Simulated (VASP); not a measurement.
Zr2NbN3:

```xyz
6
Lattice="2.5583 1.4770 3.8120 -2.5583 1.4770 3.8120 0.0000 -2.9541 3.8120" Properties=species:S:1:pos:R:3 pbc="T T T"
Zr    0.0000    0.0000    7.1701
Zr    0.0000    0.0000    4.2657
Nb    0.0000    0.0000    0.0000
N    -1.2791    0.7385    1.9060
N     1.2791    0.7385    1.9060
N     0.0000   -1.4770    1.9060
```

The cell was built from a structure type or drawn by symmetry, and may not be a known phase.

```yaml
Program: VASP 6.6.1
Task: relaxation of cell and atoms
Functional: PBE
Potentials_or_basis: VASP PAW PBE potentials, release 64 (Zr_sv, Nb_sv, N)
Cutoff: 600 eV
k_mesh: 6 × 6 × 6
Occupations: gaussian, width 0.1 eV
Spin: no spin polarisation
```

At the start: pressure -20.8 GPa; volume 14.40 Å³/atom.

Question: How do energy, volume and symmetry change on relaxing?

Answer: Over 26 steps the energy falls by 1378.6 meV/atom and the volume is 13.78 Å³/atom (-4.3 %); space group R-3m (No. 166, to 0.1 Å) before and after.

The path:
```
step  energy change (eV)  largest force (eV/Å)  pressure (GPa)  volume (Å³)
   1              0.0000                1.8468          -20.75        86.43
   2             -2.9714                5.0282           33.39        64.60
   3             -3.0101                4.7978           24.43        66.34
   4             -4.5454                4.1999           45.31        63.56
   5             -4.5702                2.6579           62.21        62.02
   6             -6.1606                0.8078           45.90        66.60
   7             -6.7908                0.7409           36.51        71.13
   8             -6.3696                4.5437           27.22        80.22
   9             -6.9370                1.3271           32.28        73.99
  10             -6.8952                2.4493           29.28        76.79
  11             -7.8926                0.5999            4.70        82.93
  12             -7.9464                1.4735           -3.09        85.53
  13             -7.9497                1.3393           -1.86        85.09
  14             -8.0453                0.9770           -1.64        85.02
  15             -8.2040                0.0165           -0.61        84.72
  16             -8.2266                0.4049            0.17        84.54
  17             -8.2292                0.5578            0.58        84.45
  18             -8.2479                0.2121           -1.57        84.75
  19             -8.2511                0.0056           -2.78        84.92
  20             -8.2620                0.0670           -2.33        84.33
  21             -8.2664                0.1393           -1.84        83.77
  22             -8.2708                0.0726           -0.29        83.24
  23             -8.2709                0.0943           -0.13        83.19
  24             -8.2712                0.0813           -0.10        83.14
  25             -8.2718                0.0421           -0.02        82.98
  26             -8.2718                0.0366            0.15        82.68
```

Final structure:
```
Zr Nb N
1.0
     2.81593    1.62578    3.00986
    -2.81593    1.62578    3.00986
     0.00000   -3.25156    3.00986
Zr Nb N
2 1 3
Direct
  0.68529 0.68529 0.68529
  0.31471 0.31471 0.31471
  0.00000 0.00000 0.00000
  0.00000 0.50000 0.00000
  0.50000 0.00000 0.00000
  0.00000 0.00000 0.50000
```
